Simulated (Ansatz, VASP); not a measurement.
One calculation of Pt, two programs

```
CELL_PARAMETERS angstrom
-1.59471 1.59471 1.59471
1.59471 -1.59471 1.59471
1.59471 1.59471 -1.59471
ATOMIC_POSITIONS crystal
Pt 0.00000 0.00000 0.00000
```

Alike in both runs: task single point; functional HSE06; k mesh 8 × 8 × 8; occupations fermi-dirac, width 0.05 eV; no spin polarisation.

```csv
,VASP,Ansatz
version,VASP 6.6.1,Ansatz 0.2.0
potentials or method,"VASP PAW PBE potentials, release 64 (Pt)",Ansatz PAW
plane-wave cutoff (eV),520,420
valence electrons in the cell,10,18
```

|  | VASP | Ansatz | Ansatz less VASP |
| --- | --- | --- | --- |
| gap on the k mesh at the Fermi level (eV) | none | none | - |
| pressure (GPa) | -11.6 | -11.8 | -0.24 |

A gap of «none» marks a metal or a gap that the smearing closes. VASP's potentials hold 10 valence electrons a cell and Ansatz's 18, so a difference there can come from the potentials and not from the codes.

Neither program's run includes spin-orbit coupling.
